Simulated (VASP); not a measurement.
# CdS4 (P6/mmm) in VASP: notebook

Runs on CdS4. Level: PBE. Tasks: relaxation of cell and atoms, single point.

Program: VASP 6.6.1. These are calculated values, not measurements. Logs are shortened: lines on timing, memory, paths and dates and some standing lists are left out, and cuts for length are marked.

## Step 1: The cell of the first run

It takes space group P6/mmm (No. 191, hexagonal). The conventional cell has a = 5.422 Å, b = 5.422 Å, c = 4.979 Å, α = 90.00°, β = 90.00°, γ = 120.00°. Cd (site symmetry 6/mmm) has 8 S at 2.49 to 2.71 Å within 3.3 Å. Within 3.7 Å of S (site symmetry mmm) lie 2 Cd at 2.71 Å and 8 S at 2.71 to 3.68 Å. S (site symmetry 6/mmm) has 2 Cd at 2.49 Å within 3.3 Å.

The cell was generated, and may not be a known phase.

## Step 2: Relaxation of cell and atoms, PBE

INCAR reads:

```
PREC = Accurate
ENCUT = 600
EDIFF = 1E-7
ISMEAR = 0
SIGMA = 0.1
LREAL = False
LASPH = True
NELM = 100
ALGO = Normal
ISIF = 3
LWAVE = False
LCHARG = False
GGA = PE
IBRION = 2
NSW = 90
EDIFFG = -0.04
```

KPOINTS reads:

```
Automatic mesh
0
Gamma
  6 6 4
```

POSCAR reads:

```
CdS4
1.0
    5.4224043404      0.0000000000      0.0000000000
   -2.7112021702      4.6959399084      0.0000000000
    0.0000000000      0.0000000000      4.9792358413
Cd S
1 4
Direct
    0.0000000000      0.0000000000      0.0000000000
    0.5000000000      0.0000000000      0.0000000000
    0.0000000000      0.5000000000      0.0000000000
    0.5000000000      0.5000000000      0.0000000000
    0.0000000000      0.0000000000      0.5000000000
```

Potentials or basis: VASP PAW PBE potentials, release 64 (Cd, S).

Command:

```console
$ cat potpaw_PBE.64/Cd/POTCAR potpaw_PBE.64/S/POTCAR > POTCAR
$ mpirun -np 1 vasp_std > vasp.out
```

OUTCAR:

```text
PREC = Accurate
   ENCUT = 600
   EDIFF = 1E-7
   ISMEAR = 0
   LREAL = False
   LASPH = True
   NELM = 100
   ISIF = 3
   GGA = PE
   IBRION = 2
   NSW = 90
   EDIFFG = -0.04

 ion  position               nearest neighbor table
   1  0.000  0.000  0.000-   5 2.49   5 2.49   2 2.71   2 2.71   4 2.71   3 2.71   3 2.71   4 2.71

   2  0.500  0.000  0.000-   1 2.71   1 2.71   4 2.71   4 2.71   3 2.71   3 2.71
   3  0.000  0.500  0.000-   4 2.71   4 2.71   1 2.71   1 2.71   2 2.71   2 2.71
   4  0.500  0.500  0.000-   3 2.71   3 2.71   1 2.71   2 2.71   2 2.71   1 2.71
   5  0.000  0.000  0.500-   1 2.49   1 2.49

  LATTYP: Found a hexagonal cell.
 ALAT       =     5.4224043404
 C/A-ratio  =     0.9182708497

  Lattice vectors:

 A1 = (   5.4224043404,   0.0000000000,   0.0000000000)
 A2 = (  -2.7112021702,   4.6959399084,   0.0000000000)
 A3 = (   0.0000000000,   0.0000000000,   4.9792358413)

Analysis of symmetry for initial positions (statically):
=====================================================================
 Subroutine PRICEL returns:
 Original cell was already a primitive cell.

 Routine SETGRP: Setting up the symmetry group for a
 hexagonal supercell.

 Subroutine GETGRP returns: Found 24 space group operations
 (whereof 24 operations were pure point group operations)
 out of a pool of 24 trial point group operations.

The static configuration has the point symmetry D_6h.

Analysis of symmetry for dynamics (positions and initial velocities):
=====================================================================
 Subroutine PRICEL returns:
 Original cell was already a primitive cell.

 Routine SETGRP: Setting up the symmetry group for a
 hexagonal supercell.

 Subroutine GETGRP returns: Found 24 space group operations
 (whereof 24 operations were pure point group operations)
 out of a pool of 24 trial point group operations.

The dynamic configuration has the point symmetry D_6h.

 Subroutine INISYM returns: Found 24 space group operations
 (whereof 24 operations are pure point group operations),
 and found     1 'primitive' translations

----------------------------------------------------------------------------------------

[... 155 lines left out ...]

 VOLUME and BASIS-vectors are now :
 -----------------------------------------------------------------------------
  energy-cutoff  :      600.00
  volume of cell :      126.79
      direct lattice vectors                 reciprocal lattice vectors
     5.422404340  0.000000000  0.000000000     0.184420035  0.106474957  0.000000000
    -2.711202170  4.695939908  0.000000000     0.000000000  0.212949914  0.000000000
     0.000000000  0.000000000  4.979235841     0.000000000  0.000000000  0.200834030

 POSITION                                       TOTAL-FORCE (eV/Angst)
 -----------------------------------------------------------------------------------
      0.00000      0.00000      0.00000         0.000000      0.000000      0.000000
      2.71120      0.00000      0.00000        -0.000000      0.000000      0.000000
     -1.35560      2.34797      0.00000        -0.000000      0.000000      0.000000
      1.35560      2.34797      0.00000        -0.000000      0.000000      0.000000
      0.00000      0.00000      2.48962        -0.000000      0.000000      0.000000
 -----------------------------------------------------------------------------------
    total drift:                               -0.000000      0.000000      0.000000

  FREE ENERGIE OF THE ION-ELECTRON SYSTEM (eV)
  ---------------------------------------------------
  free  energy   TOTEN  =       -12.9985327398 eV

  energy  without entropy=      -12.9588962366  energy(sigma->0) =      -12.97871449

--------------------------------------- Ionic step        2  -------------------------------------------

 number of electron      35.9999999 magnetization

 Free energy of the ion-electron system (eV)
  ---------------------------------------------------
  ext. energy  EPLUGINS =         0.00000000
  ---------------------------------------------------
  free energy    TOTEN  =       -13.00115392 eV

  energy without entropy =      -12.96023647  energy(sigma->0) =      -12.98069519

 E-fermi :   1.3077     XC(G=0):  -8.6130

 val. band max:        1.3018595997   @ k =   0.1667   0.1667   0.5000
 cond. band min:       1.3175435899   @ k =   0.3333   0.1667   0.2500
 fundamental gap:      0.0156839902
 Fermi energy:         1.3076533389

 k-point     1 :       0.0000    0.0000    0.0000
  band No.  band energies     occupation
      1     -12.8833      2.00000
      2     -10.2587      2.00000
      3      -9.8139      2.00000
      4      -9.8139      2.00000
      5      -6.5540      2.00000
      6      -6.5540      2.00000
[... 514 lines left out ...]
     21       2.2195      0.00000
     22       7.7425      0.00000

------------------------ aborting loop because EDIFF is reached ----------------------------------------

  FORCE on cell =-STRESS in cart. coord.  units (eV):
  Direction    XX          YY          ZZ          XY          YZ          ZX
  --------------------------------------------------------------------------------------
  -------------------------------------------------------------------------------------
  Total       -0.0823825     -0.0823825      0.1523224      0.0000000      0.0000000      0.0000000
  in kB       -1.0300651     -1.0300651      1.9045534      0.0000000      0.0000000      0.0000000
  external PRESSURE =      -0.0518589 kB  Pullay stress =       0.0000000 kB

 VOLUME and BASIS-vectors are now :
 -----------------------------------------------------------------------------
  energy-cutoff  :      600.00
  volume of cell :      128.14
      direct lattice vectors                 reciprocal lattice vectors
     5.435062973  0.000000000  0.000000000     0.183990508  0.106226970  0.000000000
    -2.717531487  4.706902606 -0.000000000     0.000000000  0.212453939  0.000000000
     0.000000000  0.000000000  5.008888312     0.000000000  0.000000000  0.199645098

 POSITION                                       TOTAL-FORCE (eV/Angst)
 -----------------------------------------------------------------------------------
      0.00000      0.00000      0.00000        -0.000000      0.000000      0.000000
      2.71753      0.00000      0.00000        -0.000000      0.000000      0.000000
      4.07630      2.35345     -0.00000        -0.000000      0.000000      0.000000
      1.35877      2.35345     -0.00000        -0.000000      0.000000      0.000000
      5.43506      0.00000      2.50444         0.000000      0.000000      0.000000
 -----------------------------------------------------------------------------------
    total drift:                               -0.000000      0.000000      0.000000

  FREE ENERGIE OF THE ION-ELECTRON SYSTEM (eV)
  ---------------------------------------------------
  free  energy   TOTEN  =       -13.0011539159 eV

  energy  without entropy=      -12.9602364680  energy(sigma->0) =      -12.98069519

 reached required accuracy - stopping structural energy minimisation
```

OSZICAR:

```text
N       E                     dE             d eps       ncg     rms          rms(c)
DAV:   1     0.256427718900E+03    0.25643E+03   -0.18007E+04   924   0.160E+03
DAV:   2     0.447446414977E+01   -0.25195E+03   -0.24643E+03  1174   0.319E+02
DAV:   3    -0.137931368126E+02   -0.18268E+02   -0.17959E+02  1128   0.860E+01
[... 21 lines left out ...]
DAV:   7    -0.130011530371E+02    0.60462E-05   -0.21477E-05   948   0.373E-02    0.907E-03
DAV:   8    -0.130011535805E+02   -0.54333E-06   -0.18615E-06  1002   0.118E-02    0.476E-03
DAV:   9    -0.130011540311E+02   -0.45061E-06   -0.48690E-07   936   0.585E-03    0.184E-03
DAV:  10    -0.130011538834E+02    0.14764E-06   -0.57239E-08   480   0.291E-03    0.592E-04
DAV:  11    -0.130011539159E+02   -0.32479E-07   -0.12162E-08   480   0.732E-04
   2 F= -.13001154E+02 E0= -.12980695E+02  d E =-.262118E-02
```

CONTCAR:

```text
CdS4
   1.00000000000000
     5.4350629732564730    0.0000000000000000    0.0000000000000000
    -2.7175314866282365    4.7069026060310444   -0.0000000000000000
     0.0000000000000000    0.0000000000000000    5.0088883124730037
  Cd              S
     1     4
Direct
     0.0000000000000000    0.0000000000000000    0.0000000000000000
     0.5000000000000000    0.0000000000000000    0.0000000000000000
     1.0000000000000000    0.5000000000000000    0.0000000000000000
     0.5000000000000000    0.5000000000000000    0.0000000000000000
     1.0000000000000000    0.0000000000000000    0.5000000000000000

  0.00000000E+00  0.00000000E+00  0.00000000E+00
  0.00000000E+00  0.00000000E+00  0.00000000E+00
  0.00000000E+00  0.00000000E+00  0.00000000E+00
  0.00000000E+00  0.00000000E+00  0.00000000E+00
  0.00000000E+00  0.00000000E+00  0.00000000E+00
```

It took 2.1 min on 1 thread of Intel Xeon 6975P-C (Granite Rapids), shared host; peak memory 0.33 GiB.

Results:

* Free energy: -13.0012 eV
* Relaxed volume: 25.63 Å³/atom
* Relaxed cell: a = 5.435 Å, b = 5.435 Å, c = 5.009 Å, α = 90.00°, β = 90.00°, γ = 120.00°
* Space group after relaxing (to 0.1 Å): P6/mmm (No. 191)
* Energy gained by relaxing: 0.5 meV/atom
* Ionic steps: 2
* Pressure after relaxing: 0.0 GPa
* Band gap on the k mesh: zero (bands 18 and 19 overlap by 0.41 eV)

Stress tensor (GPa, compression positive):
```
-0.10  0.00  0.00
 0.00 -0.10  0.00
 0.00  0.00  0.19
```

The path:
```
step  energy change (eV)  largest force (eV/Å)  pressure (GPa)  volume (Å³)
   1              0.0000                0.0000            0.46       126.79
   2             -0.0026                0.0000           -0.01       128.14
```

Final structure:
```
Cd S
1.0
     5.43506    0.00000    0.00000
    -2.71753    4.70690    0.00000
     0.00000    0.00000    5.00889
Cd S
1 4
Direct
  0.00000 0.00000 0.00000
  0.50000 0.00000 0.00000
  0.00000 0.50000 0.00000
  0.50000 0.50000 0.00000
  0.00000 0.00000 0.50000
```

Caveat: semilocal functionals underestimate gaps, and a narrow one can read as zero.

## Step 3: Single point, PBE

This run uses another cell than the first one, of 25.55 Å³/atom.

INCAR reads:

```
ALGO = Normal ; EDIFF = 1E-6
ENCUT = 520 ; GGA = PE
ISIF = 2 ; ISMEAR = 0
LASPH = T ; LCHARG = F
LREAL = F ; LWAVE = F
NBANDS = 26 ; NELM = 80
PREC = Accurate ; SIGMA = 0.1
```

KPOINTS reads:

```
k-points
0
Gamma
  12 12 8
```

POSCAR: that of step 2 with these lines changed.

```diff
@@ -2,5 +2,5 @@
 1.0
-    5.4224043404      0.0000000000      0.0000000000
-   -2.7112021702      4.6959399084      0.0000000000
-    0.0000000000      0.0000000000      4.9792358413
+    5.4186413286      0.0000000000      0.0000000000
+   -2.7093206643      4.6926810445      0.0000000000
+    0.0000000000      0.0000000000      5.0232903256
 Cd S
```

Potentials or basis: VASP PAW PBE potentials, release 64 (Cd, S).

Command:

```console
$ cat potpaw_PBE.64/Cd/POTCAR potpaw_PBE.64/S/POTCAR > POTCAR
$ mpirun -np 1 vasp_std > vasp.out
```

OUTCAR:

```text
EDIFF = 1E-6
   ENCUT = 520
   GGA = PE
   ISIF = 2
   ISMEAR = 0
   LASPH = T
   LREAL = F
   NELM = 80
   PREC = Accurate

 ion  position               nearest neighbor table
   1  0.000  0.000  0.000-   5 2.51   5 2.51   3 2.71   4 2.71   3 2.71   4 2.71   2 2.71   2 2.71

   2  0.500  0.000  0.000-   3 2.71   4 2.71   4 2.71   3 2.71   1 2.71   1 2.71
   3  0.000  0.500  0.000-   1 2.71   2 2.71   1 2.71   2 2.71   4 2.71   4 2.71
   4  0.500  0.500  0.000-   1 2.71   2 2.71   2 2.71   1 2.71   3 2.71   3 2.71
   5  0.000  0.000  0.500-   1 2.51   1 2.51

  LATTYP: Found a hexagonal cell.
 ALAT       =     5.4186413286
 C/A-ratio  =     0.9270387208

  Lattice vectors:

 A1 = (   5.4186413286,   0.0000000000,   0.0000000000)
 A2 = (  -2.7093206643,   4.6926810445,   0.0000000000)
 A3 = (   0.0000000000,   0.0000000000,   5.0232903256)

Analysis of symmetry for initial positions (statically):
=====================================================================
 Subroutine PRICEL returns:
 Original cell was already a primitive cell.
[... 175 lines left out ...]

 E-fermi :   1.3368     XC(G=0):  -8.6226

 val. band max:        1.3359410914   @ k =   0.3333   0.2500   0.1250
 cond. band min:       1.3419786557   @ k =   0.1667   0.1667   0.0000
 fundamental gap:      0.0060375643
 Fermi energy:         1.3368136384

 k-point     1 :       0.0000    0.0000    0.0000
  band No.  band energies     occupation
      1     -12.8955      2.00000
      2     -10.2144      2.00000
      3      -9.7893      2.00000
      4      -9.7893      2.00000
      5      -6.5219      2.00000
      6      -6.5219      2.00000
[... 685 lines left out ...]
     25       9.1520      0.00000
     26       9.8464      0.00000

 [... further k-points ...]

------------------------ aborting loop because EDIFF is reached ----------------------------------------

  FORCE on cell =-STRESS in cart. coord.  units (eV):
  Direction    XX          YY          ZZ          XY          YZ          ZX
  --------------------------------------------------------------------------------------
  -------------------------------------------------------------------------------------
  Total        0.1058353      0.1058353      0.1926370      0.0000000      0.0000000      0.0000000
  in kB        1.3275214      1.3275214      2.4162988      0.0000000      0.0000000      0.0000000
  external PRESSURE =       1.6904472 kB  Pullay stress =       0.0000000 kB

 VOLUME and BASIS-vectors are now :
 -----------------------------------------------------------------------------
  energy-cutoff  :      520.00
  volume of cell :      127.73
      direct lattice vectors                 reciprocal lattice vectors
     5.418641329  0.000000000  0.000000000     0.184548107  0.106548899  0.000000000
    -2.709320664  4.692681044  0.000000000     0.000000000  0.213097799  0.000000000
     0.000000000  0.000000000  5.023290326     0.000000000  0.000000000  0.199072706

 POSITION                                       TOTAL-FORCE (eV/Angst)
 -----------------------------------------------------------------------------------
      0.00000      0.00000      0.00000        -0.000000      0.000000      0.000000
      2.70932      0.00000      0.00000         0.000000      0.000000      0.000000
     -1.35466      2.34634      0.00000         0.000000      0.000000      0.000000
      1.35466      2.34634      0.00000        -0.000000      0.000000      0.000000
      0.00000      0.00000      2.51165        -0.000000      0.000000      0.000000
 -----------------------------------------------------------------------------------
    total drift:                               -0.000000      0.000000     -0.000000

  FREE ENERGIE OF THE ION-ELECTRON SYSTEM (eV)
  ---------------------------------------------------
  free  energy   TOTEN  =       -13.0714030237 eV

  energy  without entropy=      -13.0295520378  energy(sigma->0) =      -13.05047753
```

OSZICAR:

```text
N       E                     dE             d eps       ncg     rms          rms(c)
DAV:   1     0.226190133754E+03    0.22619E+03   -0.16447E+04  4940   0.121E+03
DAV:   2     0.167550814005E+01   -0.22451E+03   -0.21785E+03  6050   0.265E+02
DAV:   3    -0.138257671519E+02   -0.15501E+02   -0.15304E+02  5838   0.702E+01
DAV:   4    -0.140714442561E+02   -0.24568E+00   -0.24519E+00  6124   0.936E+00
DAV:   5    -0.140772085586E+02   -0.57643E-02   -0.57634E-02  6148   0.143E+00    0.132E+01
DAV:   6    -0.139008381449E+02    0.17637E+00   -0.79274E+00  6564   0.156E+01    0.129E+01
DAV:   7    -0.131630610551E+02    0.73778E+00   -0.63086E+00  6026   0.579E+00    0.853E+00
DAV:   8    -0.130901818670E+02    0.72879E-01   -0.64468E-01  5834   0.326E+00    0.217E+00
DAV:   9    -0.130718764478E+02    0.18305E-01   -0.96094E-02  6302   0.123E+00    0.374E-01
DAV:  10    -0.130712885897E+02    0.58786E-03   -0.53400E-03  5800   0.410E-01    0.216E-01
DAV:  11    -0.130714373340E+02   -0.14874E-03   -0.87634E-04  5862   0.158E-01    0.834E-02
DAV:  12    -0.130713939807E+02    0.43353E-04   -0.32122E-04  6154   0.829E-02    0.538E-02
DAV:  13    -0.130714033137E+02   -0.93330E-05   -0.38081E-05  5396   0.351E-02    0.172E-02
DAV:  14    -0.130714030237E+02    0.29003E-06   -0.27513E-06  5730   0.998E-03
   1 F= -.13071403E+02 E0= -.13050478E+02  d E =-.418510E-01
```

Run time: 4.8 min. Hardware: 1 thread of Intel Xeon 6975P-C (Granite Rapids), shared host; peak memory 0.42 GiB.

Results:

| Property | Result |
| --- | --- |
| Free energy | -13.0714 eV |
| Pressure | 0.2 GPa |
| Band gap on the k mesh | zero (bands 18 and 19 overlap by 0.68 eV) |

Stress tensor (GPa, compression positive):
```
0.13 0.00 0.00
0.00 0.13 0.00
0.00 0.00 0.24
```

Caveat: semilocal functionals underestimate gaps, and a narrow one can read as zero.
